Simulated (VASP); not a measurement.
Set up this calculation in VASP 6.6.1, as the native input.

```
Task                   : single point
Functional             : PBEsol
Potentials or basis    : VASP PAW PBE potentials, release 64 (Na_pv, H, F)
Cutoff                 : 520 eV
k mesh                 : 3 × 3 × 3
Occupations            : gaussian, width 0.1 eV
Spin                   : no spin polarisation
Dipole correction      : no
Further INCAR settings : LREAL = Auto; ALGO = Normal; EDIFF = 1e-06; NBANDS = 58; ISYM = 0
```

The structure of NaHF2 lies in POSCAR:

```
NaHF2
1.0
   -3.4568904342      1.9958366228     -4.6388706988
    3.4568904342      1.9958366228     -4.6388706988
    0.0000000000     -3.9916732455     -4.6388706988
Na H F
4 4 8
Direct
    0.5000000000      0.0000000000      0.5000000000
    0.0000000000      0.5000000000      0.5000000000
    0.5000000000      0.5000000000      0.0000000000
    0.0000000000      0.0000000000      0.0000000000
    0.0000000000      0.5000000000      0.0000000000
    0.5000000000      0.0000000000      0.0000000000
    0.0000000000      0.0000000000      0.5000000000
    0.5000000000      0.5000000000      0.5000000000
    0.0900000000      0.5900000000      0.0900000000
    0.5900000000      0.0900000000      0.0900000000
    0.0900000000      0.0900000000      0.5900000000
    0.5900000000      0.5900000000      0.5900000000
    0.9100000000      0.4100000000      0.9100000000
    0.4100000000      0.9100000000      0.9100000000
    0.9100000000      0.9100000000      0.4100000000
    0.4100000000      0.4100000000      0.4100000000
```

One way to write it, as run:

INCAR

```
SYSTEM = NaHF2
PREC = Accurate
ENCUT = 520
EDIFF = 1E-6
ISMEAR = 0
SIGMA = 0.1
LREAL = Auto
LASPH = .TRUE.
NELM = 100
ALGO = Normal
ISIF = 2
LWAVE = .FALSE.
LCHARG = .FALSE.
GGA = PS
ISYM = 0
NBANDS = 58
```

KPOINTS

```
Automatic mesh
0
G
  3 3 3
  0 0 0
```

Potentials or basis: VASP PAW PBE potentials, release 64 (Na_pv, H, F).

The run is started by

```console
$ cat potpaw_PBE.64/Na_pv/POTCAR potpaw_PBE.64/H/POTCAR potpaw_PBE.64/F/POTCAR > POTCAR
$ mpirun -np 1 vasp_std > vasp.out
```

Results of the run:

```yaml
Pressure: -4.1 GPa
Largest_force: 2.294 eV/Å
Band_gap_on_the_k_mesh: 6.63 eV
```

Caveat: the PAW data sets were made with another functional, which shifts forces and pressure a little.

Wall time 3.8 min on 1 thread of AMD EPYC 9R45 (Zen 5) (shared host), peak memory 0.3 GiB.
